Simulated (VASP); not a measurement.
# Ba2CrMoF6 (Fm-3m) in VASP: single point with r2SCAN

Aim: the single point of Ba2CrMoF6 with r2SCAN.

All numbers are computed with VASP 6.6.1; they aren't measurements. Logs are shortened: lines on timing, memory, paths and dates and some standing lists are left out, and cuts for length are marked.

**1. The cell of the first run**

Symmetry: Fm-3m, No. 225, cubic system. The conventional cell has a = 8.407 Å, b = 8.407 Å, c = 8.407 Å, α = 90.00°, β = 90.00°, γ = 90.00°. Within 2.9 Å of Cr (site symmetry m-3m) lie 6 F at 2.22 Å. F (site symmetry 4mm) has 1 Mo at 1.98 Å and 1 Cr at 2.22 Å within 2.6 Å. Mo (site symmetry m-3m) has 6 F at 1.98 Å within 2.6 Å. Ba (site symmetry -43m) has 12 F at 2.97 Å and 4 Cr at 3.64 Å and 4 Mo at 3.64 Å within 3.9 Å.

**2. Single point, r2SCAN**

POSCAR reads:

```
Ba2CrMoF6
1.0
    0.0000000000      4.2032727200      4.2032727200
    4.2032727200      0.0000000000      4.2032727200
    4.2032727200      4.2032727200      0.0000000000
Cr F Mo Ba
1 6 1 2
Direct
    0.0000000000      0.0000000000      0.0000000000
    0.7357000000      0.2643000000      0.2643000000
    0.2643000000      0.7357000000      0.2643000000
    0.2643000000      0.7357000000      0.7357000000
    0.7357000000      0.2643000000      0.7357000000
    0.2643000000      0.2643000000      0.7357000000
    0.7357000000      0.7357000000      0.2643000000
    0.5000000000      0.5000000000      0.5000000000
    0.2500000000      0.2500000000      0.2500000000
    0.7500000000      0.7500000000      0.7500000000
```

INCAR.step1 reads:

```
ALGO = Normal
EDIFF = 1E-4
ENCUT = 520
GGA = PE
ISMEAR = 1
LASPH = True
LCHARG = False
LREAL = False
LWAVE = True
NBANDS = 55
NELM = 60
PREC = Accurate
SIGMA = 0.1476
```

INCAR.step2 reads:

```
ALGO = Normal
EDIFF = 1E-6
ENCUT = 520
ISIF = 2
ISMEAR = 1
ISTART = 1
LASPH = True
LCHARG = True
LELF = True
LMIXTAU = True
LREAL = False
LVHAR = True
LWAVE = False
METAGGA = R2SCAN
NBANDS = 55
NELM = 60
PREC = Accurate
SIGMA = 0.1476
```

KPOINTS reads:

```
k-points
0
Gamma
  7 7 7
```

Potentials or basis: VASP PAW PBE potentials, release 64 (Cr_pv, F, Mo_sv, Ba_sv).

Started as:

```sh
$ cat potpaw_PBE.64/Cr_pv/POTCAR potpaw_PBE.64/F/POTCAR potpaw_PBE.64/Mo_sv/POTCAR potpaw_PBE.64/Ba_sv/POTCAR > POTCAR
$ cp INCAR.step1 INCAR
$ mpirun -np 1 vasp_std > vasp.out
$ cp INCAR.step2 INCAR
$ mpirun -np 1 vasp_std > vasp.out
```

OUTCAR:

```text
EDIFF = 1E-6
   ENCUT = 520
   ISIF = 2
   ISMEAR = 1
   ISTART = 1
   LASPH = True
   LREAL = False
   METAGGA = R2SCAN
   NELM = 60
   PREC = Accurate

 ion  position               nearest neighbor table
   1  0.000  0.000  0.000-   2 2.22   3 2.22   4 2.22   5 2.22   6 2.22   7 2.22  10 3.64  10 3.64
                            10 3.64   9 3.64   9 3.64   9 3.64  10 3.64   9 3.64
   2  0.736  0.264  0.264-   8 1.98   1 2.22   9 2.97   9 2.97  10 2.97  10 2.97
   3  0.264  0.736  0.264-   8 1.98   1 2.22   9 2.97   9 2.97  10 2.97  10 2.97
   4  0.264  0.736  0.736-   8 1.98   1 2.22   9 2.97   9 2.97  10 2.97  10 2.97
   5  0.736  0.264  0.736-   8 1.98   1 2.22   9 2.97   9 2.97  10 2.97  10 2.97
   6  0.264  0.264  0.736-   8 1.98   1 2.22   9 2.97   9 2.97  10 2.97  10 2.97
   7  0.736  0.736  0.264-   8 1.98   1 2.22   9 2.97   9 2.97  10 2.97  10 2.97
   8  0.500  0.500  0.500-   2 1.98   3 1.98   4 1.98   5 1.98   6 1.98   7 1.98   9 3.64   9 3.64
                             9 3.64  10 3.64  10 3.64  10 3.64  10 3.64   9 3.64
   9  0.250  0.250  0.250-   2 2.97   3 2.97   6 2.97   4 2.97   5 2.97   6 2.97   3 2.97   4 2.97
                             7 2.97   2 2.97   5 2.97   7 2.97   1 3.64   8 3.64   8 3.64   1 3.64
  10  0.750  0.750  0.750-   3 2.97   4 2.97   6 2.97   2 2.97   5 2.97   6 2.97   2 2.97   3 2.97
                             7 2.97   4 2.97   5 2.97   7 2.97   8 3.64   8 3.64   8 3.64   1 3.64

  LATTYP: Found a face centered cubic cell.
 ALAT       =     8.4065454400

  Lattice vectors:

 A1 = (   0.0000000000,   4.2032727200,   4.2032727200)
 A2 = (   4.2032727200,   0.0000000000,   4.2032727200)
 A3 = (   4.2032727200,   4.2032727200,   0.0000000000)

Analysis of symmetry for initial positions (statically):
=====================================================================
 Subroutine PRICEL returns:
 Original cell was already a primitive cell.

 Routine SETGRP: Setting up the symmetry group for a
 face centered cubic supercell.

 Subroutine GETGRP returns: Found 48 space group operations
 (whereof 48 operations were pure point group operations)
 out of a pool of 48 trial point group operations.

The static configuration has the point symmetry O_h .

Analysis of symmetry for dynamics (positions and initial velocities):
=====================================================================
 Subroutine PRICEL returns:
 Original cell was already a primitive cell.

 Routine SETGRP: Setting up the symmetry group for a
 face centered cubic supercell.

 Subroutine GETGRP returns: Found 48 space group operations
 (whereof 48 operations were pure point group operations)
 out of a pool of 48 trial point group operations.

The dynamic configuration has the point symmetry O_h .

 Subroutine INISYM returns: Found 48 space group operations
 (whereof 48 operations are pure point group operations),
 and found     1 'primitive' translations

----------------------------------------------------------------------------------------

                                     Primitive cell

  volume of cell :     148.5227

  direct lattice vectors                    reciprocal lattice vectors
     0.000000000  4.203272720  4.203272720    -0.118954927  0.118954927  0.118954927
     4.203272720  0.000000000  4.203272720     0.118954927 -0.118954927  0.118954927
     4.203272720  4.203272720  0.000000000     0.118954927  0.118954927 -0.118954927

  length of vectors
     5.944325287  5.944325287  5.944325287     0.206035978  0.206035978  0.206035978

  position of ions in fractional coordinates (direct lattice)
     0.000000000  0.000000000  0.000000000
     0.735700000  0.264300000  0.264300000
     0.264300000  0.735700000  0.264300000
     0.264300000  0.735700000  0.735700000
     0.735700000  0.264300000  0.735700000
     0.264300000  0.264300000  0.735700000
     0.735700000  0.735700000  0.264300000
     0.500000000  0.500000000  0.500000000
     0.250000000  0.250000000  0.250000000
     0.750000000  0.750000000  0.750000000

  ion indices of the primitive-cell ions
   primitive index   ion index
                 1           1
                 2           2
                 3           3
                 4           4
                 5           5
                 6           6
                 7           7
                 8           8
                 9           9
                10          10

----------------------------------------------------------------------------------------

 KPOINTS: k-points

Automatic generation of k-mesh.
 Grid dimensions read from file:
 generate k-points for:    7    7    7

 Generating k-lattice:

  Cartesian coordinates                     Fractional coordinates (reciprocal lattice)
    -0.016993561  0.016993561  0.016993561     0.142857143  0.000000000  0.000000000
     0.016993561 -0.016993561  0.016993561     0.000000000  0.142857143  0.000000000
     0.016993561  0.016993561 -0.016993561     0.000000000  0.000000000  0.142857143

  Length of vectors
     0.029433711  0.029433711  0.029433711

  Shift w.r.t. Gamma in fractional coordinates (k-lattice)
     0.000000000  0.000000000  0.000000000

 Subroutine IBZKPT returns following result:
 ===========================================

 Found     20 irreducible k-points:

 Following reciprocal coordinates:
            Coordinates               Weight
  0.000000  0.000000  0.000000      1.000000
  0.142857  0.000000  0.000000      8.000000
  0.285714  0.000000  0.000000      8.000000
  0.428571  0.000000  0.000000      8.000000
  0.142857  0.142857  0.000000      6.000000
  0.285714  0.142857  0.000000     24.000000
[... 12 lines left out ...]
 -0.428571  0.428571  0.142857     24.000000
 -0.285714  0.428571  0.142857     24.000000
   k-points           NKPTS =     20   k-points in BZ     NKDIM =     20   number of bands    NBANDS=     55
   number of dos      NEDOS =    301   number of ions     NIONS =     10
   total plane-waves  NPLWV = 110592
   dimension x,y,z NGX =    48 NGY =   48 NGZ =   48
   dimension x,y,z NGXF=    96 NGYF=   96 NGZF=   96
   ions per type =               1   6   1   2
   NGX,Y,Z   is equivalent  to a cutoff of  13.42, 13.42, 13.42 a.u.
   NGXF,Y,Z  is equivalent  to a cutoff of  26.85, 26.85, 26.85 a.u.
 SYSTEM =  unknown system
   PREC   = accura    normal or accurate (medium, high low for compatibility)
   ISTART =      1    job   : 0-new  1-cont  2-samecut
   ICHARG =      0    charge: 1-file 2-atom 10-const
   ISPIN  =      1    spin polarized calculation?
   LNONCOLLINEAR =      F non collinear calculations
   LSORBIT =      F    spin-orbit coupling
   LASPH  =      T    aspherical Exc in radial PAW
   ENCUT  =  520.0 eV  38.22 Ry    6.18 a.u.  11.05 11.05 11.05*2*pi/ulx,y,z
   NELM   =     60;   NELMIN=  2; NELMDL=  0     # of ELM steps
   EDIFF  = 0.1E-05   stopping-criterion for ELM
   LREAL  =      F    real-space projection
   EDIFFG = 0.1E-04   stopping-criterion for IOM
   NSW    =      0    number of steps for IOM
   IBRION =     -1    ionic relax: 0-MD 1-quasi-New 2-CG
   NFREE  =      0    steps in history (QN), initial steepest desc. (CG)
   ISIF   =      2    stress and relaxation
   ISYM   =      2    0-nonsym 1-usesym 2-fastsym
   POTIM  = 0.5000    time-step for ionic-motion
   TEBEG  =    0.0;   TEEND  =   0.0 temperature during run
   PSTRESS=    0.0 pullay stress
   NELECT =      88.0000    total number of electrons
   NUPDOWN=      -1.0000    fix difference up-down
   EMIN   =  10.00;   EMAX   =-10.00  energy-range for DOS
   EFERMI =   0.00;   METHOD = LEGACY
   ISMEAR =     1;   SIGMA  =   0.15  broadening in eV -4-tet -1-fermi 0-gaus
   EFERMI_NEDOS =   21; number of points for ismear=-14 and -15
   IALGO  =     38    algorithm
   IMIX   =      4    mixing-type and parameters
     AMIX     =   0.40;   BMIX     =  1.00
     AMIX_MAG =   1.60;   BMIX_MAG =  1.00
  volume/ion in A,a.u.               =      14.85       100.23
  Fermi-wavevector in a.u.,A,eV,Ry     =   1.375007  2.598386 25.723766  1.890643
  Thomas-Fermi vector in A             =   2.500382
   LORBIT       =      0    0 simple, 1 ext, 2 COOP (PROOUT), +10 PAW based schemes
   METAGGA = R2SCAN    functional components
   LHFCALC =     F    Hartree Fock is set to
   AEXX    =    0.0000 exact exchange contribution
   IVDW    =     0    specifies the selected vdW correction
   LEPSILON=     F    determine dielectric tensor
   LRPA    =     F    only Hartree local field effects (RPA)
 non-spin polarized calculation
 Methfessel and Paxton  Order N= 1 SIGMA  =   0.15
  energy-cutoff  :      520.00
  volume of cell :      148.52
 maximum number of plane-waves:      4015
 NGX is ok and might be reduce to    48
   NGX = 23   NGY = 23   NGZ = 23

 number of electron      87.9999973 magnetization

 Free energy of the ion-electron system (eV)
  ---------------------------------------------------
  ext. energy  EPLUGINS =         0.00000000
  ---------------------------------------------------
  free energy    TOTEN  =      -132.14243825 eV

  energy without entropy =     -132.13351850  energy(sigma->0) =     -132.13946500

 E-fermi :   7.4506     XC(G=0): -11.0298

 val. band max:        7.4463309307   @ k =   0.2857   0.0000   0.0000
 cond. band min:       7.4772026801   @ k =  -0.1429   0.1429   0.0000
 fundamental gap:      0.0308717494
 Fermi energy:         7.4506124602

 k-point     1 :       0.0000    0.0000    0.0000
  band No.  band energies     occupation
      1     -55.7016      2.00000
      2     -36.7282      2.00000
      3     -36.7276      2.00000
      4     -36.7269      2.00000
      5     -29.5657      2.00000
      6     -29.5657      2.00000
[... 47 lines left out ...]
     54      10.8401      0.00000
     55      10.8401      0.00000

 k-point     2 :       0.1429    0.0000    0.0000
  band No.  band energies     occupation
      1     -55.7016      2.00000
      2     -36.7282      2.00000
      3     -36.7276      2.00000
      4     -36.7268      2.00000
      5     -29.5662      2.00000
      6     -29.5657      2.00000
[... 47 lines left out ...]
     54      10.6677      0.00000
     55      10.8211      0.00000

 k-point     3 :       0.2857    0.0000    0.0000
  band No.  band energies     occupation
      1     -55.7016      2.00000
      2     -36.7282      2.00000
      3     -36.7276      2.00000
      4     -36.7268      2.00000
      5     -29.5673      2.00000
      6     -29.5658      2.00000
[... 920 lines left out ...]
 k-point    19 :      -0.4286    0.4286    0.1429
  band No.  band energies     occupation
      1     -55.7016      2.00000
      2     -36.7282      2.00000
      3     -36.7276      2.00000
      4     -36.7269      2.00000
      5     -29.5674      2.00000
      6     -29.5664      2.00000
[... 47 lines left out ...]
     54      10.4931      0.00000
     55      10.5970      0.00000

 k-point    20 :      -0.2857    0.4286    0.1429
  band No.  band energies     occupation
      1     -55.7016      2.00000
      2     -36.7282      2.00000
      3     -36.7276      2.00000
      4     -36.7269      2.00000
      5     -29.5670      2.00000
      6     -29.5670      2.00000
[... 47 lines left out ...]
     54      10.2845     -0.00000
     55      10.4558      0.00000

------------------------ aborting loop because EDIFF is reached ----------------------------------------

  FORCE on cell =-STRESS in cart. coord.  units (eV):
  Direction    XX          YY          ZZ          XY          YZ          ZX
  --------------------------------------------------------------------------------------
  -------------------------------------------------------------------------------------
  Total        8.7319334      8.7319334      8.7319334      0.0000000      0.0000000      0.0000000
  in kB       94.1950961     94.1950961     94.1950961      0.0000000      0.0000000      0.0000000
  external PRESSURE =      94.1950961 kB  Pullay stress =       0.0000000 kB

 VOLUME and BASIS-vectors are now :
 -----------------------------------------------------------------------------
  energy-cutoff  :      520.00
  volume of cell :      148.52
      direct lattice vectors                 reciprocal lattice vectors
     0.000000000  4.203272720  4.203272720    -0.118954927  0.118954927  0.118954927
     4.203272720  0.000000000  4.203272720     0.118954927 -0.118954927  0.118954927
     4.203272720  4.203272720  0.000000000     0.118954927  0.118954927 -0.118954927

 POSITION                                       TOTAL-FORCE (eV/Angst)
 -----------------------------------------------------------------------------------
      0.00000      0.00000      0.00000         0.000000      0.000000      0.000000
      2.22185      4.20327      4.20327        -3.336992      0.000000      0.000000
      4.20327      2.22185      4.20327         0.000000     -3.336992      0.000000
      6.18470      4.20327      4.20327         3.336992      0.000000      0.000000
      4.20327      6.18470      4.20327         0.000000      3.336992      0.000000
      4.20327      4.20327      2.22185         0.000000      0.000000     -3.336992
      4.20327      4.20327      6.18470         0.000000      0.000000      3.336992
      4.20327      4.20327      4.20327         0.000000      0.000000      0.000000
      2.10164      2.10164      2.10164         0.000000      0.000000      0.000000
      6.30491      6.30491      6.30491         0.000000      0.000000      0.000000
 -----------------------------------------------------------------------------------
    total drift:                               -0.000000      0.000000      0.000000

  FREE ENERGIE OF THE ION-ELECTRON SYSTEM (eV)
  ---------------------------------------------------
  free  energy   TOTEN  =      -132.1424382547 eV

  energy  without entropy=     -132.1335185018  energy(sigma->0) =     -132.13946500
```

It took 6.4 min on 1 thread of Intel Xeon 6975P-C (Granite Rapids), shared host; peak memory 0.45 GiB.

What came out:

- Free energy: -132.1424 eV
- Pressure: 9.4 GPa
- Largest force: 3.337 eV/Å
- Band gap on the k mesh: zero (bands 44 and 45 overlap by 0.49 eV)

Forces on the atoms (eV/Å):
```
Cr   0.000  0.000  0.000
F   -3.337  0.000  0.000
F    0.000 -3.337  0.000
F    3.337  0.000  0.000
F    0.000  3.337  0.000
F    0.000  0.000 -3.337
F    0.000  0.000  3.337
Mo   0.000  0.000  0.000
Ba   0.000  0.000  0.000
Ba   0.000  0.000  0.000
```

Caveat: the cell stands under pressure; the PAW data sets were made with another functional, which shifts forces and pressure a little; spin-orbit coupling is left out, which moves the levels of the heavy elements; the run has no spin polarisation, though such a crystal can be magnetic; semilocal functionals often make such compounds metallic where correlation or magnetic order opens a gap, which also shifts bond lengths. With open d or f shells a metallic result of r2SCAN can be an artefact of self-interaction; +U or a hybrid may open a gap.
